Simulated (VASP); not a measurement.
Write the native input for VASP 6.6.1 that does the following.

- Task: single point
- Functional: PBEsol
- Potentials or basis: VASP PAW PBE potentials, release 64 (W_sv, S)
- Cutoff: 520 eV
- k mesh: 12 × 12 × 2
- Occupations: gaussian, width 0.05 eV
- Spin: no spin polarisation
- Dipole correction: no
- Further INCAR settings: ALGO = Normal; EDIFF = 1e-06; NBANDS = 35

The structure of WS2 lies in POSCAR:

```
WS2
1.0
    3.2308391291      0.0000000000      0.0000000000
   -1.6154195645      2.7979887614      0.0000000000
    0.0000000000      0.0000000000     21.4563257405
W S
2 4
Direct
    0.3333333333      0.6666666667      0.6345659624
    0.6666666667      0.3333333333      0.3654340376
    0.3333333333      0.6666666667      0.2989660749
    0.6666666667      0.3333333333      0.5680485953
    0.3333333333      0.6666666667      0.4319514047
    0.6666666667      0.3333333333      0.7010339251
```

One way to write it, as run:

INCAR

```
SYSTEM = WS2
PREC = Accurate
ENCUT = 520
EDIFF = 1E-6
ISMEAR = 0
SIGMA = 0.05
LREAL = .False.
LASPH = .True.
NELM = 100
ALGO = Normal
ISIF = 2
LWAVE = .False.
LCHARG = .True.
GGA = PS
LELF = .True.
LVHAR = .True.
NBANDS = 35
```

KPOINTS

```
regular mesh
0
Gamma
  12 12 2
  0 0 0
```

Potentials or basis: VASP PAW PBE potentials, release 64 (W_sv, S).

Run with:

```console
$ cat potpaw_PBE.64/W_sv/POTCAR potpaw_PBE.64/S/POTCAR > POTCAR
$ mpirun -np 1 vasp_std > vasp.out
```

Results of the run:

* Largest force: 2.556 eV/Å
* Band gap on the k mesh: zero (bands 26 and 27 overlap by 0.05 eV)

Caveat: there is no dipole correction, which matters where the two faces differ; the PAW data sets were made with another functional, which shifts forces and pressure a little; spin-orbit coupling is left out, which moves the levels of the heavy elements.

It took 4.2 min on 1 thread of Intel(R) Xeon(R) Platinum 8559C (Emerald Rapids) (shared host), peak memory 0.4 GiB.
